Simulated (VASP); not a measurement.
# Hf2S (P6_3/mmc) in VASP: further runs

Runs on Hf2S. Level: PBEsol. Tasks: relaxation of shape and atoms at fixed volume.

Program: VASP 6.6.1. These are calculated values, not measurements. Logs are shortened: lines on timing, memory, paths and dates and some standing lists are left out, and cuts for length are marked.

### 1 The cell of the first run

It takes space group P6_3/mmc (No. 194, hexagonal). Conventional cell: a = 3.418 Å, b = 3.418 Å, c = 11.852 Å, α = 90.00°, β = 90.00°, γ = 120.00°. Within 3.6 Å of Hf (site symmetry 3m) lie 3 S at 2.64 Å and 10 Hf at 3.11 to 3.52 Å. Within 3.5 Å of S (site symmetry -6m2) lie 6 Hf at 2.64 Å and 6 S at 3.42 Å.

### 2 Relaxation of shape and atoms at fixed volume, PBEsol (19.99 Å³/atom)

The input, INCAR:

```
SYSTEM = Hf2S
  PREC = Accurate
  ENCUT = 600
  EDIFF = 1E-6
  ISMEAR = 0
  SIGMA = 0.1
  LREAL = .FALSE.
  LASPH = .TRUE.
  NELM = 60
  ALGO = Normal
  ISIF = 4
  LWAVE = .FALSE.
  LCHARG = .FALSE.
  GGA = PS
  IBRION = 2
  NSW = 50
  EDIFFG = -0.01
```

The input, KPOINTS:

```
regular mesh
0
G
  12 12 4
  0 0 0
```

The input, POSCAR:

```
Hf2S
1.0
    3.4180411755      0.0000000000      0.0000000000
   -1.7090205878      2.9601104891      0.0000000000
    0.0000000000      0.0000000000     11.8521540705
Hf S
4 2
Direct
    0.6666666667      0.3333333333      0.8984716305
    0.3333333333      0.6666666667      0.3984716305
    0.6666666667      0.3333333333      0.6015283695
    0.3333333333      0.6666666667      0.1015283695
    0.0000000000      0.0000000000      0.7500000000
    0.0000000000      0.0000000000      0.2500000000
```

Potentials or basis: VASP PAW PBE potentials, release 64 (Hf_pv, S).

Run with:

```bash
cat potpaw_PBE.64/Hf_pv/POTCAR potpaw_PBE.64/S/POTCAR > POTCAR
mpirun -np 1 vasp_std > vasp.out
```

OUTCAR:

```text
SYSTEM = Hf2S
   PREC = Accurate
   ENCUT = 600
   EDIFF = 1E-6
   ISMEAR = 0
   LREAL = .FALSE.
   LASPH = .TRUE.
   NELM = 60
   ISIF = 4
   GGA = PS
   IBRION = 2
   NSW = 50
   EDIFFG = -0.01

 ion  position               nearest neighbor table
   1  0.667  0.333  0.898-   5 2.64   5 2.64   5 2.64   4 3.11   4 3.11   4 3.11   3 3.52
   2  0.333  0.667  0.398-   6 2.64   6 2.64   6 2.64   3 3.11   3 3.11   3 3.11   4 3.52
   3  0.667  0.333  0.602-   5 2.64   5 2.64   5 2.64   2 3.11   2 3.11   2 3.11   1 3.52
   4  0.333  0.667  0.102-   6 2.64   6 2.64   6 2.64   1 3.11   1 3.11   1 3.11   2 3.52
   5  0.000  0.000  0.750-   1 2.64   3 2.64   1 2.64   3 2.64   1 2.64   3 2.64
   6  0.000  0.000  0.250-   2 2.64   4 2.64   2 2.64   4 2.64   2 2.64   4 2.64

  LATTYP: Found a hexagonal cell.
 ALAT       =     3.4180411755
 C/A-ratio  =     3.4675281724

  Lattice vectors:

 A1 = (   3.4180411755,   0.0000000000,   0.0000000000)
 A2 = (  -1.7090205878,   2.9601104891,   0.0000000000)
 A3 = (   0.0000000000,   0.0000000000,  11.8521540705)

Analysis of symmetry for initial positions (statically):
=====================================================================
 Subroutine PRICEL returns:
 Original cell was already a primitive cell.

 Routine SETGRP: Setting up the symmetry group for a
 hexagonal supercell.

 Subroutine GETGRP returns: Found 24 space group operations
 (whereof 12 operations were pure point group operations)
 out of a pool of 24 trial point group operations.

The static configuration has the point symmetry D_3d.
 The point group associated with its full space group is D_6h.

Analysis of symmetry for dynamics (positions and initial velocities):
=====================================================================
 Subroutine PRICEL returns:
 Original cell was already a primitive cell.

 Routine SETGRP: Setting up the symmetry group for a
 hexagonal supercell.

 Subroutine GETGRP returns: Found 24 space group operations
 (whereof 12 operations were pure point group operations)
 out of a pool of 24 trial point group operations.

The dynamic configuration has the point symmetry D_3d.
 The point group associated with its full space group is D_6h.

 Subroutine INISYM returns: Found 24 space group operations
 (whereof 12 operations are pure point group operations),
 and found     1 'primitive' translations

----------------------------------------------------------------------------------------

                                     Primitive cell

  volume of cell :     119.9175

  direct lattice vectors                    reciprocal lattice vectors
     3.418041175  0.000000000  0.000000000     0.292565229  0.168912614  0.000000000
    -1.709020588  2.960110489  0.000000000     0.000000000  0.337825228  0.000000000
     0.000000000  0.000000000 11.852154070     0.000000000  0.000000000  0.084372849

  length of vectors
     3.418041175  3.418041175 11.852154070     0.337825228  0.337825228  0.084372849

  position of ions in fractional coordinates (direct lattice)
     0.666666667  0.333333333  0.898471630
     0.333333333  0.666666667  0.398471630
     0.666666667  0.333333333  0.601528370
     0.333333333  0.666666667  0.101528370
     0.000000000  0.000000000  0.750000000
     0.000000000  0.000000000  0.250000000

  ion indices of the primitive-cell ions
   primitive index   ion index
                 1           1
                 2           2
                 3           3
                 4           4
                 5           5
                 6           6

----------------------------------------------------------------------------------------

 KPOINTS: regular mesh

Automatic generation of k-mesh.
 Grid dimensions read from file:
 generate k-points for:   12   12    4

 Generating k-lattice:

  Cartesian coordinates                     Fractional coordinates (reciprocal lattice)
     0.024380436  0.014076051  0.000000000     0.083333333 -0.000000000  0.000000000
     0.000000000  0.028152102  0.000000000     0.000000000  0.083333333  0.000000000
     0.000000000  0.000000000  0.021093212     0.000000000  0.000000000  0.250000000

  Length of vectors
     0.028152102  0.028152102  0.021093212

  Shift w.r.t. Gamma in fractional coordinates (k-lattice)
     0.000000000  0.000000000  0.000000000

 Subroutine IBZKPT returns following result:
 ===========================================

 Found     57 irreducible k-points:

 Following reciprocal coordinates:
            Coordinates               Weight
  0.000000  0.000000  0.000000      1.000000
  0.083333 -0.000000  0.000000      6.000000
  0.166667  0.000000  0.000000      6.000000
  0.250000 -0.000000  0.000000      6.000000
  0.333333 -0.000000  0.000000      6.000000
  0.416667 -0.000000  0.000000      6.000000
[... 16 lines left out ...]
  0.250000 -0.000000  0.250000     12.000000
  0.333333 -0.000000  0.250000     12.000000
 [... further k-points ...]
   k-points           NKPTS =     57   k-points in BZ     NKDIM =     57   number of bands    NBANDS=     31
   number of dos      NEDOS =    301   number of ions     NIONS =      6
   total plane-waves  NPLWV =  75264
   dimension x,y,z NGX =    28 NGY =   28 NGZ =   96
   dimension x,y,z NGXF=    56 NGYF=   56 NGZF=  192
   ions per type =               4   2
   NGX,Y,Z   is equivalent  to a cutoff of  13.62, 13.62, 13.47 a.u.
   NGXF,Y,Z  is equivalent  to a cutoff of  27.24, 27.24, 26.93 a.u.
 SYSTEM =  Hf2S
   PREC   = accura    normal or accurate (medium, high low for compatibility)
   ISTART =      0    job   : 0-new  1-cont  2-samecut
   ICHARG =      2    charge: 1-file 2-atom 10-const
   ISPIN  =      1    spin polarized calculation?
   LNONCOLLINEAR =      F non collinear calculations
   LSORBIT =      F    spin-orbit coupling
   LASPH  =      T    aspherical Exc in radial PAW
   ENCUT  =  600.0 eV  44.10 Ry    6.64 a.u.   6.83  6.83 23.67*2*pi/ulx,y,z
   NELM   =     60;   NELMIN=  2; NELMDL= -5     # of ELM steps
   EDIFF  = 0.1E-05   stopping-criterion for ELM
   LREAL  =      F    real-space projection
   EDIFFG = -.1E-01   stopping-criterion for IOM
   NSW    =     50    number of steps for IOM
   IBRION =      2    ionic relax: 0-MD 1-quasi-New 2-CG
   NFREE  =      1    steps in history (QN), initial steepest desc. (CG)
   ISIF   =      4    stress and relaxation
   ISYM   =      2    0-nonsym 1-usesym 2-fastsym
   POTIM  = 0.5000    time-step for ionic-motion
   TEBEG  =    0.0;   TEEND  =   0.0 temperature during run
   PSTRESS=    0.0 pullay stress
   NELECT =      52.0000    total number of electrons
   NUPDOWN=      -1.0000    fix difference up-down
   EMIN   =  10.00;   EMAX   =-10.00  energy-range for DOS
   EFERMI =   0.00;   METHOD = LEGACY
   ISMEAR =     0;   SIGMA  =   0.10  broadening in eV -4-tet -1-fermi 0-gaus
   EFERMI_NEDOS =   21; number of points for ismear=-14 and -15
   IALGO  =     38    algorithm
   IMIX   =      4    mixing-type and parameters
     AMIX     =   0.40;   BMIX     =  1.00
     AMIX_MAG =   1.60;   BMIX_MAG =  1.00
  volume/ion in A,a.u.               =      19.99       134.87
  Fermi-wavevector in a.u.,A,eV,Ry     =   1.239125  2.341607 20.890803  1.535431
  Thomas-Fermi vector in A             =   2.373621
   LORBIT       =      0    0 simple, 1 ext, 2 COOP (PROOUT), +10 PAW based schemes
   GGA     = PS    functional components
   LHFCALC =     F    Hartree Fock is set to
   AEXX    =    0.0000 exact exchange contribution
   IVDW    =     0    specifies the selected vdW correction
   LEPSILON=     F    determine dielectric tensor
   LRPA    =     F    only Hartree local field effects (RPA)
 conjugate gradient relaxation of ions
 non-spin polarized calculation
 Gauss-broadening in eV      SIGMA  =   0.10
  energy-cutoff  :      600.00
  volume of cell :      119.92
 maximum number of plane-waves:      4035
 NGX is ok and might be reduce to    28
   NGX = 13   NGY = 13   NGZ = 47

--------------------------------------- Ionic step        1  -------------------------------------------

 number of electron      52.0000000 magnetization

 Free energy of the ion-electron system (eV)
  ---------------------------------------------------
  ext. energy  EPLUGINS =         0.00000000
  ---------------------------------------------------
  free energy    TOTEN  =       -57.27999255 eV

  energy without entropy =      -57.26524195  energy(sigma->0) =      -57.27261725

------------------------ aborting loop because EDIFF is reached ----------------------------------------

  FORCE on cell =-STRESS in cart. coord.  units (eV):
  Direction    XX          YY          ZZ          XY          YZ          ZX
  --------------------------------------------------------------------------------------
  -------------------------------------------------------------------------------------
  Total       -5.6978591     -5.6978591     -6.2004744      0.0000000      0.0000000      0.0000000
  in kB      -76.1271885    -76.1271885    -82.8424623      0.0000000      0.0000000      0.0000000
  external PRESSURE =     -78.3656131 kB  Pullay stress =       0.0000000 kB
[... 225 lines left out ...]
  energy  without entropy=      -57.2667006797  energy(sigma->0) =      -57.27376975

--------------------------------------- Ionic step        7  -------------------------------------------

 number of electron      51.9999999 magnetization

 Free energy of the ion-electron system (eV)
  ---------------------------------------------------
  ext. energy  EPLUGINS =         0.00000000
  ---------------------------------------------------
  free energy    TOTEN  =       -57.28087542 eV

  energy without entropy =      -57.26681321  energy(sigma->0) =      -57.27384431

 E-fermi :   5.9991     XC(G=0): -11.3336

 val. band max:        5.9920471991   @ k =   0.0000   0.0000   0.0000
 cond. band min:       6.0088818697   @ k =   0.0833   0.0833   0.0000
 fundamental gap:      0.0168346706
 Fermi energy:         5.9991235176

 k-point     1 :       0.0000    0.0000    0.0000
  band No.  band energies     occupation
      1     -25.3235      2.00000
      2     -25.2100      2.00000
      3     -24.9419      2.00000
      4     -24.8707      2.00000
      5     -24.8707      2.00000
      6     -24.8615      2.00000
[... 805 lines left out ...]
     30       7.5955      0.00000
     31       8.2074      0.00000

 [... further k-points ...]

------------------------ aborting loop because EDIFF is reached ----------------------------------------

  FORCE on cell =-STRESS in cart. coord.  units (eV):
  Direction    XX          YY          ZZ          XY          YZ          ZX
  --------------------------------------------------------------------------------------
  -------------------------------------------------------------------------------------
  Total       -5.8161932     -5.8161932     -5.7997408      0.0000000     -0.0000000      0.0000000
  in kB      -77.7082100    -77.7082100    -77.4883955      0.0000000     -0.0000000      0.0000000
  external PRESSURE =     -77.6349385 kB  Pullay stress =       0.0000000 kB
[... 21 lines left out ...]
  FREE ENERGIE OF THE ION-ELECTRON SYSTEM (eV)
  ---------------------------------------------------
  free  energy   TOTEN  =       -57.2808754153 eV

  energy  without entropy=      -57.2668132054  energy(sigma->0) =      -57.27384431

 reached required accuracy - stopping structural energy minimisation
```

It took 8.3 min on 1 thread of Intel Xeon Platinum 8488C (Sapphire Rapids), shared host; peak memory 0.4 GiB.

Results:

```
Free energy                  : -57.2809 eV
Energy gained by relaxing    : 0.1 meV/atom
Ionic steps                  : 7
Pressure after relaxing      : -7.8 GPa
Largest force after relaxing : 0.007 eV/Å
Band gap on the k mesh       : zero (bands 26 and 27 overlap by 0.98 eV)
```

Forces in eV/Å, atoms in the order of the input:
```
Hf   0.000  0.000 -0.007
Hf   0.000  0.000 -0.007
Hf   0.000  0.000  0.007
Hf   0.000  0.000  0.007
S    0.000  0.000  0.000
S    0.000  0.000  0.000
```

The path:
| step | energy change (eV) | largest force (eV/Å) | pressure (GPa) | volume (Å³) |
| --- | --- | --- | --- | --- |
| 1 | 0.0000 | 0.0099 | -7.84 | 119.92 |
| 2 | -0.0008 | 0.0147 | -7.78 | 119.92 |
| 3 | -0.0008 | 0.0155 | -7.77 | 119.92 |
| 4 | -0.0008 | 0.0155 | -7.76 | 119.92 |
| 5 | -0.0008 | 0.0157 | -7.76 | 119.92 |
| 6 | -0.0008 | 0.0159 | -7.77 | 119.92 |
| 7 | -0.0009 | 0.0067 | -7.76 | 119.92 |

Final structure:
```
CELL_PARAMETERS angstrom
3.42371 0.00000 0.00000
-1.71186 2.96502 0.00000
0.00000 0.00000 11.81292
ATOMIC_POSITIONS crystal
Hf 0.66667 0.33333 0.89835
Hf 0.33333 0.66667 0.39835
Hf 0.66667 0.33333 0.60165
Hf 0.33333 0.66667 0.10165
S 0.00000 0.00000 0.75000
S 0.00000 0.00000 0.25000
```

Levels at points of the mesh, in eV from the Fermi level:
```csv
k point,band 24,band 25,band 26,band 27,band 28,band 29
"(0.00, 0.00, 0.00)",-0.16,-0.01,0.42,0.42,0.51,0.51
"(0.50, 0.00, 0.00)",-1.30,-1.23,-0.76,-0.55,0.83,0.97
"(0.00, 0.00, 0.50)",-1.16,0.36,0.36,0.36,0.36,1.35
"(0.50, 0.00, 0.50)",-1.70,-1.06,-1.06,0.28,0.28,1.35
```

Caveat: the PAW data sets were made with another functional, which shifts forces and pressure a little; spin-orbit coupling is left out, which moves the levels of the heavy elements.

[end of part 1 of 2]
